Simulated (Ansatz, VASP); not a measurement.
One calculation of TaTi2Si3, two programs

```
Ti Ta Si
1.0
     5.08051    0.00000    0.00000
    -2.54026    4.39985    0.00000
     0.00000    0.00000    4.19369
Ti Ta Si
2 1 3
Direct
  0.33333 0.66667 0.00000
  0.66667 0.33333 0.00000
  0.00000 0.00000 0.00000
  0.50000 0.00000 0.50000
  0.50000 0.50000 0.50000
  0.00000 0.50000 0.50000
```

Change from the starting cell: species swapped into the CeGa3Pd2 type (P6/mmm, No. 191).

Alike in both runs: task single point; functional PBE; k mesh 6 × 6 × 4; occupations gaussian, width 0.1 eV; collinear spin.

|  | VASP | Ansatz |
| --- | --- | --- |
| version | VASP 6.6.1 | Ansatz 0.2.0 |
| potentials or method | VASP PAW PBE potentials, release 64 (Ti_sv, Ta_pv, Si), cutoff 520 eV | scalar-relativistic, plane waves, PAW |
| valence electrons in the cell | 47 | 49 |

```tsv
	VASP	Ansatz	Ansatz less VASP
gap on the k mesh at the Fermi level (eV)	none	none	-
pressure (GPa)	0.0	0.1	+0.11
traceless stress, the component that is largest in VASP (GPa)	0.11	0.07	-0.040
net moment per atom (μB)	0.00	0.00	0.000
```

A gap of «none» marks a metal or a gap that the smearing closes. VASP's potentials hold 47 valence electrons a cell and Ansatz's 49, so a difference there can come from the potentials and not from the codes. Ansatz's warnings: seeded moment not kept.

The k mesh is coarse, so the values compare programs but aren't converged. Spin-orbit coupling is off throughout.
